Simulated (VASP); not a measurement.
Runs of VASP 6.6.1 on CsPbBr3. The structure is that of space group Pm-3m (No. 221), or close to it. The cells are those of the table. 

```csv
task,cell,k mesh,cutoff (eV),smearing,gap on the mesh (eV),pressure (GPa)
dielectric tensor,"a = 5.870 Å, 5 atoms",4 × 4 × 4,520,gaussian 0.01 eV,(a),-
single point,"a = 5.929, b = 5.929, c = 5.870 Å, 5 atoms",4 × 4 × 4,500,fermi-dirac 0.05 eV,1.48,-0.3
single point,"a = 5.750 Å, 5 atoms",5 × 5 × 5,520,fermi-dirac 0.05 eV,(c),1.5
single point,"a = 5.753, b = 5.753, c = 5.870 Å, 5 atoms",4 × 4 × 4,500,fermi-dirac 0.05 eV,(b),1.1
single point,"a = 5.635, b = 5.635, c = 5.870 Å, 5 atoms",4 × 4 × 4,500,fermi-dirac 0.05 eV,0.80,2.4
```

Alike in all rows: level PBEsol; potentials or basis VASP PAW PBE potentials, release 64 (Pb_d, Cs_sv, Br); no spin polarisation.

Task: Fill in the values left out.

Result: (a) 1.42; (b) 1.14; (c) 2.47.

Caveats: the PAW data sets were made with another functional, which shifts forces and pressure a little; spin-orbit coupling is left out, which moves the levels of the heavy elements; an odd mesh through Γ misses points on the zone boundary, where band edges can lie (at least some runs).

A k mesh can miss the band edges, and the runs leave out spin-orbit coupling on Br, Cs, Pb.
